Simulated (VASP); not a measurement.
BaF2:

```
Ba F
1.0
     0.00000    3.09716    3.09716
     3.09716    0.00000    3.09716
     3.09716    3.09716    0.00000
Ba F
1 2
Direct
  0.00000 0.00000 0.00000
  0.25000 0.25000 0.25000
  0.75000 0.75000 0.75000
```

Base run:

```yaml
Program: VASP 6.6.1
Functional: PBE
Potentials_or_basis: VASP PAW PBE potentials, release 64 (Ba_sv, F)
Cutoff: 600 eV
k_mesh: 8 × 8 × 8
Occupations: gaussian, width 0.01 eV
Spin: no spin polarisation
```

Its results: band gap on the k mesh 6.78 eV (least direct gap 6.86 eV); pressure 2.5 GPa.

Task: The run is repeated on the same cell with these changes: functional from PBE to r2SCAN; cutoff from 600 eV to 660 eV. What comes out?

Result: Band gap on the k mesh 7.34 eV (least direct gap 7.43 eV); pressure 0.9 GPa.

Caveats: spin-orbit coupling is left out, which moves the levels of the heavy elements; the PAW data sets were made with another functional, which shifts forces and pressure a little (at least some runs).

A k mesh can miss the band edges.
